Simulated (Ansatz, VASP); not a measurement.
## CdSe in VASP and in Ansatz

```
Cd Se
1.0
     0.00000    3.06712    3.06712
     3.06712    0.00000    3.06712
     3.06712    3.06712    0.00000
Cd Se
1 1
Direct
  0.00000 0.00000 0.00000
  0.25000 0.25000 0.25000
```

Alike in both runs: task single point; functional PBE; k mesh 10 × 10 × 10; occupations gaussian, width 0.02 eV; no spin polarisation.

```csv
,VASP,Ansatz
version,VASP 6.6.1,Ansatz 0.2.0
potentials or method,"VASP PAW PBE potentials, release 64 (Cd, Se), cutoff 520 eV","scalar-relativistic, plane waves, PAW"
valence electrons in the cell,18,36
```

```csv
,VASP,Ansatz,Ansatz less VASP
gap on the k mesh at the Fermi level (eV),0.56,0.56,+0.001
least direct gap on the mesh (eV),0.56,0.56,+0.001
pressure (GPa),1.7,1.4,-0.29
```

The functional is the same, so the differences come from potentials, cutoffs and numerics. VASP's potentials hold 18 valence electrons a cell and Ansatz's 36, so a difference there can come from the potentials and not from the codes.
